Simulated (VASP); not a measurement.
A run of VASP 6.6.1 is set up as follows.

Contents of INCAR:

```
SYSTEM = SrO
PREC = Accurate
ENCUT = 600
EDIFF = 1E-6
ISMEAR = -1
SIGMA = 0.05
LREAL = .FALSE.
LASPH = .TRUE.
NELM = 100
ALGO = Normal
ISIF = 3
LWAVE = .FALSE.
LCHARG = .FALSE.
GGA = PS
IBRION = 2
NSW = 80
EDIFFG = -0.005
PSTRESS = 300.0
```

Contents of KPOINTS:

```
Automatic mesh
0
G
  9 9 9
  0 0 0
```

File POSCAR:

```
SrO
1.0
    0.0000000000      2.5663000000      2.5663000000
    2.5663000000      0.0000000000      2.5663000000
    2.5663000000      2.5663000000      0.0000000000
Sr O
1 1
Direct
    0.5000000000      0.5000000000      0.5000000000
    0.0000000000      0.0000000000      0.0000000000
```

Potentials or basis: VASP PAW PBE potentials, release 64 (Sr_sv, O).

Run with:

```sh
$ cat potpaw_PBE.64/Sr_sv/POTCAR potpaw_PBE.64/O/POTCAR > POTCAR
$ mpirun -np 1 vasp_std > vasp.out
```

Question: What does it give for the relaxed cell?

Answer: a = 3.393 Å, b = 3.393 Å, c = 3.393 Å, α = 60.00°, β = 60.00°, γ = 60.00°.

Question: Estimate the band gap on the k mesh.

Answer: 2.85 eV.

Question: Estimate the space group after relaxing (to 0.1 Å).

Answer: Fm-3m (No. 225).

Final structure:
```
Sr O
1.0
     0.00000    2.39956    2.39956
     2.39956    0.00000    2.39956
     2.39956    2.39956    0.00000
Sr O
1 1
Cartesian
  2.3996 2.3996 2.3996
  0.0000 0.0000 0.0000
```

Caveat: the cell is relaxed towards a set pressure, so the run minimises the enthalpy, not the energy; an odd mesh through Γ misses points on the zone boundary, where band edges can lie.
